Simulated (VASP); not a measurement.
# NiO (zincblende type) (F-43m) in VASP: notebook

The runs below take NiO (zincblende type) through single point, relaxation of cell and atoms, with PBE.

All numbers are computed with VASP 6.6.1; they aren't measurements. Logs are shortened: lines on timing, memory, paths and dates and some standing lists are left out, and cuts for length are marked.

### Step 1. The cell of the first run

The structure is cubic, space group F-43m (No. 216). Conventional cell: a = 4.518 Å, b = 4.518 Å, c = 4.518 Å, α = 90.00°, β = 90.00°, γ = 90.00°. Ni (site symmetry -43m) has 4 O at 1.96 Å within 2.6 Å. Within 2.6 Å of O (site symmetry -43m) lie 4 Ni at 1.96 Å.

### Step 2. Single point, PBE, collinear spin, ferromagnetic start (volume scaled by 1.025)

INCAR reads:

```
SYSTEM = NiO
  PREC = Accurate
  ENCUT = 520
  EDIFF = 1E-6
  ISMEAR = -1
  SIGMA = 0.03
  LREAL = .False.
  LASPH = .True.
  NELM = 150
  ALGO = Normal
  ISIF = 2
  LWAVE = .False.
  LCHARG = .False.
  ISPIN = 2
  MAGMOM = 1.5 0
  LORBIT = 11
  LMAXMIX = 4
  GGA = PE
  NBANDS = 19
```

KPOINTS reads:

```
Automatic mesh
0
Gamma
  14 14 14
  0 0 0
```

POSCAR reads:

```
NiO
1.0
    0.0000000000      2.2592285874      2.2592285874
    2.2592285874      0.0000000000      2.2592285874
    2.2592285874      2.2592285874      0.0000000000
Ni O
1 1
Direct
    0.0000000000      0.0000000000      0.0000000000
    0.2500000000      0.2500000000      0.2500000000
```

Potentials or basis: VASP PAW PBE potentials, release 64 (Ni, O).

The run is started by

```console
cat potpaw_PBE.64/Ni/POTCAR potpaw_PBE.64/O/POTCAR > POTCAR
mpirun -np 1 vasp_std > vasp.out
```

OUTCAR:

```text
SYSTEM = NiO
   PREC = Accurate
   ENCUT = 520
   EDIFF = 1E-6
   ISMEAR = -1
   LREAL = .False.
   LASPH = .True.
   NELM = 150
   ISIF = 2
   ISPIN = 2
   LORBIT = 11
   GGA = PE

 ion  position               nearest neighbor table
   1  0.000  0.000  0.000-   2 1.96   2 1.96   2 1.96   2 1.96
   2  0.250  0.250  0.250-   1 1.96   1 1.96   1 1.96   1 1.96

  LATTYP: Found a face centered cubic cell.
 ALAT       =     4.5184571748

  Lattice vectors:

 A1 = (   0.0000000000,   2.2592285874,   2.2592285874)
 A2 = (   2.2592285874,   0.0000000000,   2.2592285874)
 A3 = (   2.2592285874,   2.2592285874,   0.0000000000)

Analysis of symmetry for initial positions (statically):
=====================================================================
 Subroutine PRICEL returns:
 Original cell was already a primitive cell.

 Routine SETGRP: Setting up the symmetry group for a
 face centered cubic supercell.

 Subroutine GETGRP returns: Found 24 space group operations
 (whereof 24 operations were pure point group operations)
 out of a pool of 48 trial point group operations.

The static configuration has the point symmetry T_d .

Analysis of symmetry for dynamics (positions and initial velocities):
=====================================================================
 Subroutine PRICEL returns:
 Original cell was already a primitive cell.

 Routine SETGRP: Setting up the symmetry group for a
 face centered cubic supercell.

 Subroutine GETGRP returns: Found 24 space group operations
 (whereof 24 operations were pure point group operations)
 out of a pool of 48 trial point group operations.

The dynamic configuration has the point symmetry T_d .

Analysis of structural, dynamic, and magnetic symmetry:
=====================================================================
 Subroutine PRICEL returns:
 Original cell was already a primitive cell.

 Routine SETGRP: Setting up the symmetry group for a
 face centered cubic supercell.

 Subroutine GETGRP returns: Found 24 space group operations
 (whereof 24 operations were pure point group operations)
 out of a pool of 48 trial point group operations.

The overall configuration has the point symmetry T_d .

 Subroutine INISYM returns: Found 24 space group operations
 (whereof 24 operations are pure point group operations),
 and found     1 'primitive' translations

----------------------------------------------------------------------------------------

                                     Primitive cell

  volume of cell :      23.0627

  direct lattice vectors                    reciprocal lattice vectors
     0.000000000  2.259228587  2.259228587    -0.221314480  0.221314480  0.221314480
     2.259228587  0.000000000  2.259228587     0.221314480 -0.221314480  0.221314480
     2.259228587  2.259228587  0.000000000     0.221314480  0.221314480 -0.221314480

  length of vectors
     3.195031709  3.195031709  3.195031709     0.383327924  0.383327924  0.383327924

  position of ions in fractional coordinates (direct lattice)
     0.000000000  0.000000000  0.000000000
     0.250000000  0.250000000  0.250000000

  ion indices of the primitive-cell ions
   primitive index   ion index
                 1           1
                 2           2

----------------------------------------------------------------------------------------

 KPOINTS: Automatic mesh

Automatic generation of k-mesh.
 Grid dimensions read from file:
 generate k-points for:   14   14   14

 Generating k-lattice:

  Cartesian coordinates                     Fractional coordinates (reciprocal lattice)
    -0.015808177  0.015808177  0.015808177     0.071428571  0.000000000  0.000000000
     0.015808177 -0.015808177  0.015808177     0.000000000  0.071428571  0.000000000
     0.015808177  0.015808177 -0.015808177     0.000000000  0.000000000  0.071428571

  Length of vectors
     0.027380566  0.027380566  0.027380566

  Shift w.r.t. Gamma in fractional coordinates (k-lattice)
     0.000000000  0.000000000  0.000000000

 Subroutine IBZKPT returns following result:
 ===========================================

 Found    104 irreducible k-points:

 Following reciprocal coordinates:
            Coordinates               Weight
  0.000000  0.000000  0.000000      1.000000
  0.071429  0.000000  0.000000      8.000000
  0.142857  0.000000  0.000000      8.000000
  0.214286  0.000000  0.000000      8.000000
  0.285714  0.000000  0.000000      8.000000
  0.357143  0.000000  0.000000      8.000000
[... 16 lines left out ...]
  0.214286  0.142857  0.000000     24.000000
  0.285714  0.142857  0.000000     24.000000
 [... further k-points ...]
   k-points           NKPTS =    104   k-points in BZ     NKDIM =    104   number of bands    NBANDS=     19
   number of dos      NEDOS =    301   number of ions     NIONS =      2
   total plane-waves  NPLWV =  13824
   dimension x,y,z NGX =    24 NGY =   24 NGZ =   24
   dimension x,y,z NGXF=    48 NGYF=   48 NGZF=   48
[... 100 lines left out ...]
      6       2.8685      1.00000
[... 11 lines left out ...]
     18      30.0632      0.00000
     19      30.0632      0.00000

 k-point     4 :       0.2143    0.0000    0.0000
  band No.  band energies     occupation
      1     -14.2355      1.00000
      2      -1.0238      1.00000
      3      -0.4043      1.00000
      4      -0.4043      1.00000
      5       2.8512      1.00000
      6       2.8512      1.00000
[... 407 lines left out ...]
     18      28.4149      0.00000
     19      29.8311      0.00000

 k-point    23 :       0.2143    0.1429    0.0000
  band No.  band energies     occupation
      1     -14.2299      1.00000
      2      -1.0427      1.00000
      3      -0.3833      1.00000
      4      -0.3747      1.00000
      5       2.6834      1.00000
      6       2.9661      1.00000
[... 11 lines left out ...]
     18      29.7400      0.00000
     19      30.9466      0.00000

 k-point    24 :       0.2857    0.1429    0.0000
  band No.  band energies     occupation
      1     -14.1109      1.00000
      2      -1.1823      1.00000
      3      -0.3319      1.00000
      4      -0.2964      1.00000
      5       2.6474      1.00000
      6       2.9794      1.00000
[... 11 lines left out ...]
     18      31.5313      0.00000
     19      32.4015      0.00000

 [... further k-points ...]

 spin component 2

 k-point     1 :       0.0000    0.0000    0.0000
  band No.  band energies     occupation
      1     -13.8510      1.00000
      2       0.4856      1.00000
      3       0.4856      1.00000
      4       0.4857      1.00000
      5       3.9735      1.00000
      6       3.9736      1.00000
[... 11 lines left out ...]
     18      28.3263      0.00000
     19      28.3263      0.00000

 k-point     2 :       0.0714    0.0000    0.0000
  band No.  band energies     occupation
      1     -13.8197      1.00000
      2       0.3713      1.00000
      3       0.5002      1.00000
      4       0.5002      1.00000
      5       3.9680      1.00000
      6       3.9681      1.00000
[... 11 lines left out ...]
     18      29.0189      0.00000
     19      29.0189      0.00000

 k-point     3 :       0.1429    0.0000    0.0000
  band No.  band energies     occupation
      1     -13.7307      1.00000
      2       0.0893      1.00000
      3       0.5396      1.00000
      4       0.5396      1.00000
      5       3.9589      1.00000
      6       3.9590      1.00000
[... 11 lines left out ...]
     18      30.3391      0.00000
     19      30.3392      0.00000

 k-point     4 :       0.2143    0.0000    0.0000
  band No.  band energies     occupation
      1     -13.5999      1.00000
      2      -0.2457      1.00000
      3       0.5926      1.00000
      4       0.5926      1.00000
      5       3.9641      1.00000
      6       3.9641      1.00000
[... 407 lines left out ...]
     18      28.6481      0.00000
     19      30.1515      0.00000

 k-point    23 :       0.2143    0.1429    0.0000
  band No.  band energies     occupation
      1     -13.5940      1.00000
      2      -0.2347      1.00000
      3       0.5979      1.00000
      4       0.6076      1.00000
      5       3.8218      1.00000
      6       4.0533      1.00000
[... 11 lines left out ...]
     18      29.9892      0.00000
     19      31.2631      0.00000

 k-point    24 :       0.2857    0.1429    0.0000
  band No.  band energies     occupation
      1     -13.4658      1.00000
      2      -0.4609      1.00000
      3       0.6195      1.00000
      4       0.6635      1.00000
      5       3.8208      1.00000
      6       4.0863      1.00000
[... 11 lines left out ...]
     18      31.7903      0.00000
     19      32.6993      0.00000

 [... further k-points ...]
[... 5 lines left out ...]
  --------------------------------------------------------------------------------------
  -------------------------------------------------------------------------------------
  Total       -0.4385527     -0.4385527     -0.4385527      0.0000000      0.0000000      0.0000000
  in kB      -30.4664470    -30.4664470    -30.4664470      0.0000000      0.0000000      0.0000000
  external PRESSURE =     -30.4664470 kB  Pullay stress =       0.0000000 kB

 VOLUME and BASIS-vectors are now :
 -----------------------------------------------------------------------------
  energy-cutoff  :      520.00
  volume of cell :       23.06
      direct lattice vectors                 reciprocal lattice vectors
     0.000000000  2.259228587  2.259228587    -0.221314480  0.221314480  0.221314480
     2.259228587  0.000000000  2.259228587     0.221314480 -0.221314480  0.221314480
     2.259228587  2.259228587  0.000000000     0.221314480  0.221314480 -0.221314480

 POSITION                                       TOTAL-FORCE (eV/Angst)
 -----------------------------------------------------------------------------------
      0.00000      0.00000      0.00000         0.000000      0.000000      0.000000
      1.12961      1.12961      1.12961        -0.000000     -0.000000     -0.000000
 -----------------------------------------------------------------------------------
    total drift:                                0.000001      0.000001      0.000001

  FREE ENERGIE OF THE ION-ELECTRON SYSTEM (eV)
  ---------------------------------------------------
  free  energy   TOTEN  =       -11.5932447784 eV

  energy  without entropy=      -11.5879015887  energy(sigma->0) =      -11.59057318

 total charge

# of ion       s       p       d       tot
------------------------------------------
    1        0.371   0.456   8.226   9.053
    2        1.556   3.406   0.000   4.962
--------------------------------------------------
tot          1.927   3.862   8.226  14.015

 magnetization (x)

# of ion       s       p       d       tot
------------------------------------------
    1        0.003   0.038   1.481   1.523
    2        0.016   0.353   0.000   0.370
--------------------------------------------------
tot          0.020   0.391   1.481   1.893
```

Run time: 44 s. Hardware: 1 thread of Intel Xeon Platinum 8488C (Sapphire Rapids), shared host; peak memory 0.19 GiB.

What came out:

| Item | Value |
| --- | --- |
| Free energy | -11.5932 eV |
| Pressure | -3.0 GPa |
| Net moment | 1.95 μB per cell |
| Site moments | Ni +1.52; O +0.37 μB |
| Valence electrons inside the program's atomic spheres | Ni 9.05; O 4.96 |

Levels at points of the mesh, in eV from the Fermi level:
Spin up:
```csv
k point,band 6,band 7,band 8,band 9,band 10,band 11,band 12,band 13
"(0.00, 0.00, 0.00)",-2.39,0.11,0.11,0.11,0.41,14.11,14.11,14.11
"(0.50, 0.00, 0.00)",-2.34,-2.34,-0.68,-0.68,5.77,7.22,13.63,13.63
"(0.50, 0.50, 0.00)",-2.13,-1.86,-1.86,-1.75,5.34,9.73,11.10,14.33
```
Spin down:
```csv
k point,band 5,band 6,band 7,band 8,band 9,band 10
"(0.00, 0.00, 0.00)",-1.32,-1.32,0.72,1.73,1.73,1.73
"(0.50, 0.00, 0.00)",-1.12,-1.12,-0.70,0.86,0.86,6.08
"(0.50, 0.50, 0.00)",-1.44,-1.03,-0.72,-0.07,-0.07,5.81
```

Caveat: the cell differs from its parent crystal (volume scaled by 1.025); a cell with one magnetic atom can't hold antiferromagnetic order, which such compounds often take; semilocal functionals often make such compounds metallic where correlation or magnetic order opens a gap, which also shifts bond lengths.

### Step 3. Single point, PBE, collinear spin, ferromagnetic start (volume scaled by 1.05)

INCAR reads:

```
PREC     = Accurate       # precision mode
ENCUT    = 520            # plane-wave cutoff, eV
EDIFF    = 1E-7           # SCF threshold, eV
ISMEAR   = -1             # smearing method
SIGMA    = 0.03           # smearing width, eV
LREAL    = False          # projectors in reciprocal space
LASPH    = True           # aspherical terms in the spheres
NELM     = 150            # most SCF steps
ALGO     = Normal         # electronic algorithm
ISIF     = 2              # what is computed and relaxed
LWAVE    = False          # write WAVECAR
LCHARG   = False          # write CHGCAR
ISPIN    = 2              # spin polarisation
MAGMOM   = 1.5 0          # initial moments
LORBIT   = 11             # projections on sites
LMAXMIX  = 4              # l up to which the mixer works
GGA      = PE             # functional
NBANDS   = 19             # bands
```

KPOINTS reads:

```
regular mesh
0
Gamma
  14 14 14
```

POSCAR reads:

```
NiO
1.0
    0.0000000000      2.2774489596      2.2774489596
    2.2774489596      0.0000000000      2.2774489596
    2.2774489596      2.2774489596      0.0000000000
Ni O
1 1
Direct
    0.0000000000      0.0000000000      0.0000000000
    0.2500000000      0.2500000000      0.2500000000
```

Potentials or basis: VASP PAW PBE potentials, release 64 (Ni, O).

The run is started by

```console
cat potpaw_PBE.64/Ni/POTCAR potpaw_PBE.64/O/POTCAR > POTCAR
mpirun -np 1 vasp_std > vasp.out
```

Wall time 46 s (1 thread of Intel Xeon Platinum 8488C (Sapphire Rapids), shared host); peak memory 0.2 GiB.

It converged, with:

```
Free energy                                           : -11.5773 eV
Pressure                                              : -6.2 GPa
Band gap on the k mesh                                : zero (filled and empty bands overlap)
Net moment                                            : 1.98 μB per cell
Site moments                                          : Ni +1.54; O +0.38 μB
Valence electrons inside the program's atomic spheres : Ni 9.01; O 4.95
```

Levels at points of the mesh, in eV from the Fermi level:
Spin up:
| k point | band 5 | band 6 | band 7 | band 8 | band 9 | band 10 | band 11 | band 12 | band 13 | band 14 |
| --- | --- | --- | --- | --- | --- | --- | --- | --- | --- | --- |
| (0.00, 0.00, 0.00) | -2.36 | -2.36 | 0.05 | 0.05 | 0.05 | 0.37 | 13.94 | 13.94 | 13.94 | 20.27 |
| (0.50, 0.00, 0.00) | -2.56 | -2.32 | -2.32 | -0.71 | -0.71 | 5.66 | 7.12 | 13.48 | 13.48 | 17.33 |
| (0.50, 0.50, 0.00) | -3.04 | -2.11 | -1.86 | -1.86 | -1.74 | 5.29 | 9.49 | 11.02 | 14.11 | 14.11 |
Spin down:
```tsv
k point	band 5	band 6	band 7	band 8	band 9	band 10
(0.00, 0.00, 0.00)	-1.29	-1.29	0.68	1.70	1.70	1.70
(0.50, 0.00, 0.00)	-1.09	-1.09	-0.67	0.85	0.85	5.98
(0.50, 0.50, 0.00)	-1.36	-1.01	-0.71	-0.05	-0.05	5.75
```

Caveat: the cell differs from its parent crystal (volume scaled by 1.05); a cell with one magnetic atom can't hold antiferromagnetic order, which such compounds often take; semilocal functionals often make such compounds metallic where correlation or magnetic order opens a gap, which also shifts bond lengths.

### Step 4. Relaxation of cell and atoms, PBE, collinear spin, ferromagnetic start

This run uses another cell than the first one, of 11.12 Å³/atom, 0.965 times its volume.

INCAR reads:

```
SYSTEM = NiO
  ALGO = Normal
  EDIFF = 1E-7
  EDIFFG = -0.005
  ENCUT = 600
  GGA = PE
  IBRION = 2
  ISIF = 3
  ISMEAR = -1
  ISPIN = 2
  LASPH = .True.
  LCHARG = .False.
  LMAXMIX = 4
  LORBIT = 11
  LREAL = .False.
  LWAVE = .False.
  MAGMOM = 1.5 0
  NELM = 150
  NSW = 100
  PREC = Accurate
  SIGMA = 0.03
```

KPOINTS reads:

```
k-points
0
Gamma
  14 14 14
  0 0 0
```

POSCAR reads:

```
NiO
1.0
    0.0000000000      2.2322827293      2.2322827293
    2.2322827293      0.0000000000      2.2322827293
    2.2322827293      2.2322827293      0.0000000000
Ni O
1 1
Direct
    0.0000000000      0.0000000000      0.0000000000
    0.2500000000      0.2500000000      0.2500000000
```

The run is started by

```console
cat potpaw_PBE.64/Ni/POTCAR potpaw_PBE.64/O/POTCAR > POTCAR
mpirun -np 1 vasp_std > vasp.out
```

Wall time 99 s (1 thread of Intel Xeon 6975P-C (Granite Rapids), shared host); peak memory 0.22 GiB.

Results (log left out):

```
Free energy                                           : -11.5994 eV
Relaxed volume                                        : 11.25 Å³/atom
Relaxed cell                                          : a = 3.169 Å, b = 3.169 Å, c = 3.169 Å, α = 60.00°, β = 60.00°, γ = 60.00°
Space group after relaxing (to 0.05 Å)                : F-43m (No. 216)
Energy gained by relaxing                             : 0.6 meV/atom
Ionic steps                                           : 3
Pressure after relaxing                               : 0.0 GPa
Net moment                                            : 1.91 μB per cell
Site moments                                          : Ni +1.50; O +0.36 μB
Valence electrons inside the program's atomic spheres : Ni 9.10; O 4.97
```

The path:
```
step  energy change (eV)  largest force (eV/Å)  pressure (GPa)  volume (Å³)
   1              0.0000                0.0000            1.59        22.25
   2             -0.0010                0.0000           -0.67        22.60
   3             -0.0012                0.0000            0.05        22.50
```

Final structure:
```
CELL_PARAMETERS angstrom
0.00000 2.24065 2.24065
2.24065 0.00000 2.24065
2.24065 2.24065 0.00000
ATOMIC_POSITIONS crystal
Ni 0.00000 0.00000 0.00000
O 0.25000 0.25000 0.25000
```

Levels at points of the mesh, in eV from the Fermi level:
Spin up:
| k point | band 5 | band 6 | band 7 | band 8 | band 9 | band 10 | band 11 | band 12 | band 13 |
| --- | --- | --- | --- | --- | --- | --- | --- | --- | --- |
| (0.00, 0.00, 0.00) | -2.42 | -2.42 | 0.17 | 0.17 | 0.17 | 0.45 | 14.29 | 14.29 | 14.29 |
| (0.50, 0.00, 0.00) | -2.57 | -2.36 | -2.36 | -0.65 | -0.65 | 5.87 | 7.32 | 13.79 | 13.79 |
| (0.50, 0.50, 0.00) | -3.12 | -2.14 | -1.86 | -1.86 | -1.75 | 5.39 | 9.97 | 11.19 | 14.55 |
Spin down:
| k point | band 5 | band 6 | band 7 | band 8 | band 9 | band 10 |
| --- | --- | --- | --- | --- | --- | --- |
| (0.00, 0.00, 0.00) | -1.36 | -1.36 | 0.75 | 1.77 | 1.77 | 1.77 |
| (0.50, 0.00, 0.00) | -1.15 | -1.15 | -0.74 | 0.86 | 0.86 | 6.18 |
| (0.50, 0.50, 0.00) | -1.52 | -1.05 | -0.74 | -0.10 | -0.10 | 5.87 |

Caveat: a cell with one magnetic atom can't hold antiferromagnetic order, which such compounds often take; semilocal functionals often make such compounds metallic where correlation or magnetic order opens a gap, which also shifts bond lengths. With open d or f shells a metallic result of PBE can be an artefact of self-interaction; +U or a hybrid may open a gap.

### Step 5. Summary

| task | cell | cutoff (eV) | gap on the mesh (eV) | pressure (GPa) | moment (μB) |
| --- | --- | --- | --- | --- | --- |
| single point | a = 3.195 Å, angles 60.0°, 2 atoms | 520 | none | -3.0 | 1.95 |
| single point | a = 3.221 Å, angles 60.0°, 2 atoms | 520 | none | -6.2 | 1.98 |
| relaxation of cell and atoms | relaxed from a = 3.157 Å, angles 60.0°, 2 atoms | 600 | none | 0.0 | 1.91 |

Alike in all rows: level PBE; potentials or basis VASP PAW PBE potentials, release 64 (Ni, O); spin collinear, ferromagnetic start; k mesh 14 × 14 × 14; smearing fermi-dirac 0.03 eV.

Caveats: a cell with one magnetic atom can't hold antiferromagnetic order, which such compounds often take; semilocal functionals often make such compounds metallic where correlation or magnetic order opens a gap, which also shifts bond lengths.

Absolute energies hang on the potentials; compare differences alone.
